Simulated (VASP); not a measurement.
Input of a VASP 6.6.1 run:

The input INCAR:

```
SYSTEM = ZrC
  PREC = Accurate
  ENCUT = 520
  EDIFF = 1E-6
  ISMEAR = 0
  SIGMA = 0.05
  LREAL = .FALSE.
  LASPH = .TRUE.
  NELM = 80
  ALGO = Normal
  ISIF = 2
  LWAVE = .FALSE.
  LCHARG = .FALSE.
  GGA = PE
  NBANDS = 24
```

Contents of KPOINTS:

```
Automatic mesh
0
G
  8 8 12
  0 0 0
```

Contents of POSCAR:

```
ZrC
1.0
    4.2179606022      0.0000000000      0.0000000000
    0.0000000000      4.2179606022      0.0000000000
    0.0000000000      0.0000000000      3.0228299927
Zr C
2 2
Direct
    0.5000000000      0.0000000000      0.2433932836
    0.0000000000      0.5000000000      0.7566067164
    0.0000000000      0.0000000000      0.0000000000
    0.5000000000      0.5000000000      0.0000000000
```

Potentials or basis: VASP PAW PBE potentials, release 64 (Zr_sv, C).

Launch:

```sh
$ cat potpaw_PBE.64/Zr_sv/POTCAR potpaw_PBE.64/C/POTCAR > POTCAR
$ mpirun -np 1 vasp_std > vasp.out
```

(1) Predict the pressure.

(2) What does it give for the largest force?

(3) What does it give for the band gap on the k mesh?

Results:

(1) 3.6 GPa.

(2) 0.017 eV/Å.

(3) zero (bands 16 and 17 overlap by 0.99 eV).

Caveat: the cell stands under pressure.
